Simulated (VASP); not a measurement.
SiGeW3: single point with PBE

Crystal: SiGeW3.

```
Si Ge W
1.0
     4.49870    0.00000    0.00000
     0.00000    4.49870    0.00000
     0.00000    0.00000    4.49870
Si Ge W
1 1 3
Direct
  0.50000 0.50000 0.50000
  0.00000 0.00000 0.00000
  0.00000 0.50000 0.50000
  0.50000 0.00000 0.50000
  0.50000 0.50000 0.00000
```

* Program: VASP 6.6.1
* Task: single point
* Functional: PBE
* Potentials or basis: VASP PAW PBE potentials, release 64 (Si, Ge_d, W_sv)
* Cutoff: 520 eV
* k mesh: 4 × 4 × 4
* Occupations: gaussian, width 0.1 eV
* Spin: no spin polarisation
* Dipole correction: no
* Further INCAR settings: ALGO = Normal; EDIFF = 1e-07; NBANDS = 38

| Quantity | Value |
| --- | --- |
| Pressure | 0.2 GPa |
| Band gap on the k mesh | zero (band 30 reaches 8.39 eV, above the bottom of band 31 at 7.34 eV) |

Levels at points of the mesh, in eV from the Fermi level:
| k point | band 28 | band 29 | band 30 | band 31 | band 32 | band 33 |
| --- | --- | --- | --- | --- | --- | --- |
| (0.00, 0.00, 0.00) | -0.03 | -0.03 | 0.01 | 0.41 | 0.41 | 0.41 |
| (0.50, 0.00, 0.00) | -0.67 | -0.28 | -0.06 | -0.06 | 0.03 | 0.20 |
| (0.50, 0.50, 0.00) | -0.79 | -0.79 | -0.63 | 0.27 | 0.75 | 0.81 |
| (0.50, 0.50, 0.50) | -1.03 | -0.98 | -0.98 | -0.98 | 0.56 | 1.13 |

Run time: 32 s on 1 thread of Intel(R) Xeon(R) Platinum 8259CL CPU @ 2.50GHz (Skylake/Cascade Lake), on a shared host, peak memory 0.21 GiB.

Caveat: spin-orbit coupling is left out, which moves the levels of the heavy elements.
